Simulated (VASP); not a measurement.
## BaTiO3: single point with PBE

Crystal: BaTiO3.

```
Ba Ti O
1.0
     4.01923    0.00000    0.00000
     0.00000    4.01923    0.00000
     0.00000    0.00000    4.01928
Ba Ti O
1 1 3
Direct
  0.00000 0.00000 0.00000
  0.50000 0.50000 0.50000
  0.53299 0.46701 0.00000
  0.53299 0.96701 0.50000
  0.03299 0.46701 0.50000
```

This cell differs from its parent crystal: all O atoms moved +0.188 Å, as atom 3 along Cartesian [1 -1 0].

```yaml
Program: VASP 6.6.1
Task: single point
Functional: PBE
Potentials_or_basis: VASP PAW PBE potentials, release 64 (Ba_sv, Ti_sv, O)
Cutoff: 520 eV
k_mesh: 8 × 8 × 8
Occupations: gaussian, width 0.05 eV
Spin: no spin polarisation
Dipole_correction: no
Further_INCAR_settings: ALGO = Normal; EDIFF = 1e-06; NBANDS = 28
```

* Pressure: 4.1 GPa
* Largest force: 0.603 eV/Å
* Band gap on the k mesh: 2.10 eV (least direct gap 2.47 eV)

Forces on the atoms (eV/Å):
```
Ba   0.426 -0.426  0.000
Ti  -0.118  0.118  0.000
O   -0.284  0.284  0.000
O   -0.264 -0.240  0.000
O    0.240  0.264  0.000
```

Stress tensor (GPa, compression positive):
```
 4.89 -1.06  0.00
-1.06  4.89  0.00
 0.00  0.00  2.47
```

Levels at points of the mesh, in eV from the valence-band top:
| k point | band 16 | band 17 | band 18 | band 19 | band 20 | band 21 | band 22 | band 23 | band 24 | band 25 |
| --- | --- | --- | --- | --- | --- | --- | --- | --- | --- | --- |
| (0.00, 0.00, 0.00) | -1.32 | -1.11 | -0.45 | -0.45 | -0.37 | 2.10 | 2.26 | 2.43 | 4.15 | 4.31 |
| (0.50, 0.00, 0.00) | -1.95 | -1.90 | -1.69 | -0.88 | -0.75 | 2.30 | 3.64 | 3.69 | 4.18 | 5.96 |
| (0.50, 0.50, 0.00) | -2.74 | -1.61 | -0.82 | -0.80 | -0.15 | 3.66 | 3.69 | 3.99 | 4.88 | 7.54 |
| (0.00, 0.00, 0.50) | -1.96 | -1.74 | -1.48 | -1.10 | -0.98 | 2.53 | 3.44 | 3.66 | 4.27 | 5.75 |
| (0.50, 0.00, 0.50) | -2.56 | -1.66 | -0.94 | -0.92 | -0.10 | 3.57 | 3.70 | 4.00 | 4.78 | 7.49 |
| (0.50, 0.50, 0.50) | -2.38 | -2.30 | -0.11 | -0.05 | 0.00 | 4.13 | 4.22 | 4.27 | 6.50 | 6.59 |

It took 3.2 min on 1 thread of Intel(R) Xeon(R) Platinum 8259CL CPU @ 2.50GHz (Skylake/Cascade Lake) (shared host), peak memory 0.31 GiB.

Caveat: the cell differs from its parent crystal (all O atoms moved +0.188 Å, as atom 3 along Cartesian [1 -1 0]); the cell stands under pressure; spin-orbit coupling is left out, which moves the levels of the heavy elements. A k mesh can miss the band edges.
